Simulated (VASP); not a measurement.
# GaSb: single point with PBE

The system is GaSb.

```xyz
2
Lattice="-2.9043 2.9043 1.5416 2.9043 -2.9043 1.5416 2.9043 2.9043 -1.5416" Properties=species:S:1:pos:R:3 pbc="T T T"
Ga    2.9043    0.0000    0.7708
Sb    0.0000    0.0000    0.0000
```

* Program: VASP 6.6.1
* Task: single point
* Functional: PBE
* Potentials or basis: VASP PAW PBE potentials, release 64 (Ga_d, Sb)
* Cutoff: 520 eV
* k mesh: 16 × 16 × 16
* Occupations: gaussian, width 0.15 eV
* Spin: no spin polarisation

```
Pressure               : -3.0 GPa
Band gap on the k mesh : zero (bands 9 and 10 overlap by 3.89 eV)
```

Stress tensor (GPa, compression positive):
```
-4.12  0.00  0.00
 0.00 -4.12  0.00
 0.00  0.00 -0.88
```

Levels at points of the mesh, in eV from the Fermi level:
```
           k point  band 6  band 7  band 8  band 9  band 10  band 11  band 12  band 13
(0.00, 0.00, 0.00)  -11.47   -3.89   -1.98   -1.98     3.30     5.73     6.16     6.16
(0.50, 0.00, 0.00)   -7.74   -5.07   -2.57   -1.14    -0.97     2.64     2.92     4.65
(0.50, 0.50, 0.00)  -10.35   -7.65   -0.40    1.24     1.56     1.68     5.32     7.55
(0.50, 0.50, 0.50)   -9.55   -6.00   -4.58   -4.58     4.62     6.25     8.69     8.69
```

Run time: 7.1 min on 1 thread of Intel Xeon 8259CL, with other jobs on the host, peak memory 0.44 GiB.

Caveat: the cell stands under tension; spin-orbit coupling is left out, which moves the levels of the heavy elements.
